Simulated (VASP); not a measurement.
# CdS (Hawleyite) (P1) in VASP: a series of runs

Runs on CdS (Hawleyite). Level: PBE. Tasks: single point.

Program: VASP 6.6.1. These are calculated values, not measurements. Logs are shortened: lines on timing, memory, paths and dates and some standing lists are left out, and cuts for length are marked.

## Step 1: The cell of the first run

The typed cell holds 2 atoms: a = 4.125 Å, b = 4.125 Å, c = 4.125 Å, α = 60.00°, β = 60.00°, γ = 60.00°.

## Step 2: Single point, PBE

INCAR

```
PREC = Accurate
ENCUT = 520
EDIFF = 1E-6
ISMEAR = -1
SIGMA = 0.025
LREAL = F
LASPH = T
NELM = 100
ALGO = Normal
ISIF = 2
LWAVE = F
LCHARG = F
GGA = PE
NBANDS = 16
```

KPOINTS

```
Automatic mesh
0
Gamma
  5 5 5
```

POSCAR

```
CdS
1.0
    0.0000000000      2.9165000000      2.9165000000
    2.9165000000      0.0000000000      2.9165000000
    2.9165000000      2.9165000000      0.0000000000
Cd S
1 1
Direct
    0.0020120000     -0.0337060000      0.0117880000
    0.7049220000      0.7579390000      0.7657230000
```

Potentials or basis: VASP PAW PBE potentials, release 64 (Cd, S).

On the command line:

```console
cat potpaw_PBE.64/Cd/POTCAR potpaw_PBE.64/S/POTCAR > POTCAR
mpirun -np 1 vasp_std > vasp.out
```

OUTCAR:

```text
PREC = Accurate
   ENCUT = 520
   EDIFF = 1E-6
   ISMEAR = -1
   LREAL = F
   LASPH = T
   NELM = 100
   ISIF = 2
   GGA = PE

 ion  position               nearest neighbor table
   1  0.002  0.966  0.012-   2 2.37   2 2.54   2 2.55   2 2.67
   2  0.705  0.758  0.766-   1 2.37   1 2.54   1 2.55   1 2.67

  LATTYP: Found a face centered cubic cell.
 ALAT       =     5.8330000000

  Lattice vectors:

 A1 = (   0.0000000000,   2.9165000000,   2.9165000000)
 A2 = (   2.9165000000,   0.0000000000,   2.9165000000)
 A3 = (   2.9165000000,   2.9165000000,   0.0000000000)

Analysis of symmetry for initial positions (statically):
=====================================================================
 Subroutine PRICEL returns:
 Original cell was already a primitive cell.

 Routine SETGRP: Setting up the symmetry group for a
 face centered cubic supercell.

 Subroutine GETGRP returns: Found  1 space group operations
 (whereof  1 operations were pure point group operations)
 out of a pool of 48 trial point group operations.

The static configuration has the point symmetry C_1 .

Analysis of symmetry for dynamics (positions and initial velocities):
=====================================================================
 Subroutine PRICEL returns:
 Original cell was already a primitive cell.

 Routine SETGRP: Setting up the symmetry group for a
 face centered cubic supercell.

 Subroutine GETGRP returns: Found  1 space group operations
 (whereof  1 operations were pure point group operations)
 out of a pool of 48 trial point group operations.

The dynamic configuration has the point symmetry C_1 .

 Subroutine INISYM returns: Found  1 space group operations
 (whereof  1 operations are pure point group operations),
 and found     1 'primitive' translations

----------------------------------------------------------------------------------------

                                     Primitive cell

  volume of cell :      49.6153

  direct lattice vectors                    reciprocal lattice vectors
     0.000000000  2.916500000  2.916500000    -0.171438368  0.171438368  0.171438368
     2.916500000  0.000000000  2.916500000     0.171438368 -0.171438368  0.171438368
     2.916500000  2.916500000  0.000000000     0.171438368  0.171438368 -0.171438368

[... 72 lines left out ...]
   NGXF,Y,Z  is equivalent  to a cutoff of  25.80, 25.80, 25.80 a.u.
 SYSTEM =  unknown system
   PREC   = accura    normal or accurate (medium, high low for compatibility)
   ISTART =      0    job   : 0-new  1-cont  2-samecut
   ICHARG =      2    charge: 1-file 2-atom 10-const
   ISPIN  =      1    spin polarized calculation?
   LNONCOLLINEAR =      F non collinear calculations
   LSORBIT =      F    spin-orbit coupling
   LASPH  =      T    aspherical Exc in radial PAW
   ENCUT  =  520.0 eV  38.22 Ry    6.18 a.u.   7.67  7.67  7.67*2*pi/ulx,y,z
   NELM   =    100;   NELMIN=  2; NELMDL= -5     # of ELM steps
   EDIFF  = 0.1E-05   stopping-criterion for ELM
   LREAL  =      F    real-space projection
   EDIFFG = 0.1E-04   stopping-criterion for IOM
   NSW    =      0    number of steps for IOM
   IBRION =     -1    ionic relax: 0-MD 1-quasi-New 2-CG
   NFREE  =      0    steps in history (QN), initial steepest desc. (CG)
   ISIF   =      2    stress and relaxation
   ISYM   =      2    0-nonsym 1-usesym 2-fastsym
   POTIM  = 0.5000    time-step for ionic-motion
   TEBEG  =    0.0;   TEEND  =   0.0 temperature during run
   PSTRESS=    0.0 pullay stress
   NELECT =      18.0000    total number of electrons
   NUPDOWN=      -1.0000    fix difference up-down
   EMIN   =  10.00;   EMAX   =-10.00  energy-range for DOS
   EFERMI =   0.00;   METHOD = LEGACY
   ISMEAR =    -1;   SIGMA  =   0.03  broadening in eV -4-tet -1-fermi 0-gaus
   EFERMI_NEDOS =   21; number of points for ismear=-14 and -15
   IALGO  =     38    algorithm
   IMIX   =      4    mixing-type and parameters
     AMIX     =   0.40;   BMIX     =  1.00
     AMIX_MAG =   1.60;   BMIX_MAG =  1.00
  volume/ion in A,a.u.               =      24.81       167.41
  Fermi-wavevector in a.u.,A,eV,Ry     =   1.167599  2.206442 18.548649  1.363287
  Thomas-Fermi vector in A             =   2.304097
   LORBIT       =      0    0 simple, 1 ext, 2 COOP (PROOUT), +10 PAW based schemes
   GGA     = PE    functional components
   LHFCALC =     F    Hartree Fock is set to
   AEXX    =    0.0000 exact exchange contribution
   IVDW    =     0    specifies the selected vdW correction
   LEPSILON=     F    determine dielectric tensor
   LRPA    =     F    only Hartree local field effects (RPA)
 non-spin polarized calculation
  energy-cutoff  :      520.00
  volume of cell :       49.62
 maximum number of plane-waves:      1363
   NGX = 15   NGY = 15   NGZ = 15

 number of electron      18.0000002 magnetization

 Free energy of the ion-electron system (eV)
  ---------------------------------------------------
  ext. energy  EPLUGINS =         0.00000000
  ---------------------------------------------------
  free energy    TOTEN  =        -6.01650443 eV

  energy without entropy =       -6.01650443  energy(sigma->0) =       -6.01650443

 E-fermi :   1.8694     XC(G=0):  -9.1462

 val. band max:        1.3570994816   @ k =   0.0000   0.0000   0.0000
 cond. band min:       2.5030447965   @ k =   0.0000   0.0000   0.0000
 fundamental gap:      1.1459453149
 Fermi energy:         1.8693592073

 k-point     1 :       0.0000    0.0000    0.0000
  band No.  band energies     occupation
      1     -11.0982      2.00000
      2      -6.5798      2.00000
      3      -6.4491      2.00000
      4      -6.3316      2.00000
      5      -5.9773      2.00000
      6      -5.9704      2.00000
[... 433 lines left out ...]
      3      -6.1818      2.00000
      4      -6.1225      2.00000
      5      -5.9388      2.00000
      6      -5.8430      2.00000
[... 8 lines left out ...]
     15      13.6982      0.00000
     16      14.7412      0.00000

 [... further k-points ...]
[... 5 lines left out ...]
  --------------------------------------------------------------------------------------
  -------------------------------------------------------------------------------------
  Total        1.2127509      1.2316287      1.4051181     -0.4639853      1.0495427     -1.0016600
  in kB       39.1621256     39.7717252     45.3740416    -14.9830017     33.8918083    -32.3455815
  external PRESSURE =      41.4359641 kB  Pullay stress =       0.0000000 kB

 VOLUME and BASIS-vectors are now :
 -----------------------------------------------------------------------------
  energy-cutoff  :      520.00
  volume of cell :       49.62
      direct lattice vectors                 reciprocal lattice vectors
     0.000000000  2.916500000  2.916500000    -0.171438368  0.171438368  0.171438368
     2.916500000  0.000000000  2.916500000     0.171438368 -0.171438368  0.171438368
     2.916500000  2.916500000  0.000000000     0.171438368  0.171438368 -0.171438368

 POSITION                                       TOTAL-FORCE (eV/Angst)
 -----------------------------------------------------------------------------------
      2.85258      0.04025      2.82406         0.776421     -0.745127     -0.445559
      4.44376      4.28914      4.26643        -0.776421      0.745127      0.445559
 -----------------------------------------------------------------------------------
    total drift:                                0.000579      0.000008     -0.000015

  FREE ENERGIE OF THE ION-ELECTRON SYSTEM (eV)
  ---------------------------------------------------
  free  energy   TOTEN  =        -6.0165044285 eV

  energy  without entropy=       -6.0165044285  energy(sigma->0) =       -6.01650443
```

It took 32 s on 1 thread of Intel Xeon Platinum 8259CL at 2.50GHz (Skylake/Cascade Lake), shared host; peak memory 0.2 GiB.

What came out:

| Quantity | Value |
| --- | --- |
| Free energy | -6.0165 eV |
| Pressure | 4.1 GPa |
| Largest force | 1.165 eV/Å |
| Band gap on the k mesh | 1.15 eV, direct |

Forces in eV/Å, atoms in the order of the input:
```
Cd   0.776 -0.745 -0.446
S   -0.776  0.745  0.446
```

Levels at points of the mesh, in eV from the valence-band top:
| k point | band 5 | band 6 | band 7 | band 8 | band 9 | band 10 | band 11 | band 12 | band 13 | band 14 |
| --- | --- | --- | --- | --- | --- | --- | --- | --- | --- | --- |
| (0.00, 0.00, 0.00) | -7.33 | -7.33 | -0.14 | -0.02 | 0.00 | 1.15 | 6.47 | 6.53 | 6.67 | 11.32 |

Caveat: forces of over 1 eV/Å act on the atoms, so gaps and moduli don't describe the material at rest.

## Step 3: Single point, PBE

INCAR

```
SYSTEM = CdS
ALGO = Normal
EDIFF = 1E-7
ENCUT = 520
GGA = PE
ISIF = 2
ISMEAR = -1
LASPH = .True.
LCHARG = .True.
LELF = .True.
LREAL = .False.
LVHAR = .True.
LWAVE = .False.
NBANDS = 16
NELM = 60
PREC = Accurate
SIGMA = 0.01
```

KPOINTS

```
k-points
0
Gamma
  5 5 5
  0 0 0
```

POSCAR is that of step 2.

Potentials or basis: VASP PAW PBE potentials, release 64 (Cd, S).

On the command line:

```console
cat potpaw_PBE.64/Cd/POTCAR potpaw_PBE.64/S/POTCAR > POTCAR
mpirun -np 1 vasp_std > vasp.out
```

Wall time 34 s (1 thread of Intel Xeon Platinum 8259CL at 2.50GHz (Skylake/Cascade Lake), shared host); peak memory 0.2 GiB.

It converged, with:

```
Free energy            : -6.0165 eV
Pressure               : 4.1 GPa
Largest force          : 1.165 eV/Å
Band gap on the k mesh : 1.15 eV, direct
```

Forces on the atoms (eV/Å):
```
Cd   0.776 -0.745 -0.446
S   -0.776  0.745  0.446
```

Stress tensor (GPa, compression positive):
```
 3.92 -1.50 -3.23
-1.50  3.98  3.39
-3.23  3.39  4.54
```

Levels at points of the mesh, in eV from the valence-band top:
| k point | band 6 | band 7 | band 8 | band 9 | band 10 | band 11 | band 12 | band 13 |
| --- | --- | --- | --- | --- | --- | --- | --- | --- |
| (0.00, 0.00, 0.00) | -7.33 | -0.14 | -0.02 | 0.00 | 1.15 | 6.47 | 6.53 | 6.67 |

Caveat: forces of over 1 eV/Å act on the atoms, so gaps and moduli don't describe the material at rest.
